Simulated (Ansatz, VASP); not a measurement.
**Ga2SbP in VASP and in Ansatz**

```
P Ga Sb
1.0
     4.06356    0.00000    0.00000
     0.00000    4.06356    0.00000
     0.00000    0.00000    5.80349
P Ga Sb
1 2 1
Cartesian
  0.0000 0.0000 0.0000
  0.0000 2.0318 4.5047
  2.0318 0.0000 1.2988
  2.0318 2.0318 2.9017
```

Change from the starting cell: biaxial_xy strain -0.7%.

Alike in both runs: task single point; functional r2SCAN; k mesh 6 × 6 × 4; no spin polarisation.

|  | VASP | Ansatz |
| --- | --- | --- |
| version | VASP 6.6.1 | Ansatz 0.2.0 |
| potentials or method | VASP PAW PBE potentials, release 64 (P, Ga_d, Sb) | plane waves, PAW |
| plane-wave cutoff (eV) | 520 | 500 |
| occupations | gaussian, width 0.01 eV | fixed |
| valence electrons in the cell | 36 | 46 |

```csv
,VASP,Ansatz,Ansatz less VASP
gap on the k mesh at the Fermi level (eV),0.51,0.53,+0.019
pressure (GPa),1.0,1.0,-0.09
rms of the force components (eV/Å),0.006,0.000,-0.0061
```

VASP's potentials were made for PBE, not for r2SCAN. VASP's potentials hold 36 valence electrons a cell and Ansatz's 46, so a difference there can come from the potentials and not from the codes.

Spin-orbit coupling is off throughout.
